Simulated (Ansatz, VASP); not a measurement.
One calculation of MgSe, two programs

Contents of INCAR:

```
SYSTEM = MgSe
ALGO = Normal
EDIFF = 1E-6
ENCUT = 600
GGA_COMPAT = .FALSE.
ISIF = 2
ISMEAR = 0
LASPH = .TRUE.
LCHARG = .FALSE.
LREAL = .FALSE.
LWAVE = .FALSE.
NBANDS = 11
NELM = 120
PREC = Accurate
SIGMA = 0.01
```

The input KPOINTS:

```
k-points
0
G
  8 8 8
  0 0 0
```

Contents of POSCAR:

```
MgSe
1.0
    2.6960261439      2.6960261439      0.0000000000
   -2.6960261439      2.6960261439      0.0000000000
    0.0000000000      2.6960261439      2.6960261439
Mg Se
1 1
Direct
    0.0000000000      0.0000000000      0.0000000000
    0.5000000000      0.5000000000      0.0000000000
```

Input for Ansatz:

```yaml
crystal:
  lattice:
    - [2.69602614392, 2.69602614392, 0.0]
    - [-2.69602614392, 2.69602614392, 0.0]
    - [0.0, 2.69602614392, 2.69602614392]
  atoms:
    - { symbol: Mg, position: [0.0, 0.0, 0.0] }
    - { symbol: Se, position: [0.5, 0.5, 0.0] }
kpoints:
  mp_grid: { grid: [8, 8, 8] }
scf:
  occupations: { method: fixed }
  convergence: { dr2_threshold: 1.0e-10 }
hamiltonian:
  xc: lda
  pseudopotentials: { kind: all_electron, lapw: { basis_error: 0.0005 } }
output:
  forces: true
  stress: true
  eigenstates:
    kpoints:
      - [0.0, 0.0, 0.0]
      - [-0.5, 0.5, 0.0]
      - [-0.5, -0.5, -0.5]
      - [0.0, 0.0, -0.5]
      - [0.0, -0.5, -0.5]
      - [0.0, 0.5, 0.0]
      - [-0.5, 0.0, 0.0]
      - [-0.5, 0.0, -0.5]
  eigenvalues: true
```

Change from the starting cell: unstrained.

Alike in both runs: task single point; functional LDA; k mesh 8 × 8 × 8; no spin polarisation.

|  | VASP | Ansatz |
| --- | --- | --- |
| version | VASP 6.6.1 | Ansatz 0.2.0 |
| potentials or method | VASP PAW LDA potentials, release 64 (Mg, Se), cutoff 600 eV | all-electron LAPW, scalar-relativistic |
| occupations | gaussian, width 0.01 eV | fixed |

VASP gave:

- gap on the k mesh at the Fermi level (eV): 1.70
- pressure (GPa): -0.3

Problem. Estimate Ansatz's values.

Solution. gap on the k mesh at the Fermi level (eV): 1.72; pressure (GPa): 0.0.

LDA's correlation is that of Perdew and Zunger in VASP and of Perdew and Wang (1992) in Ansatz. Ansatz ran all-electron here, and VASP with PAW potentials.
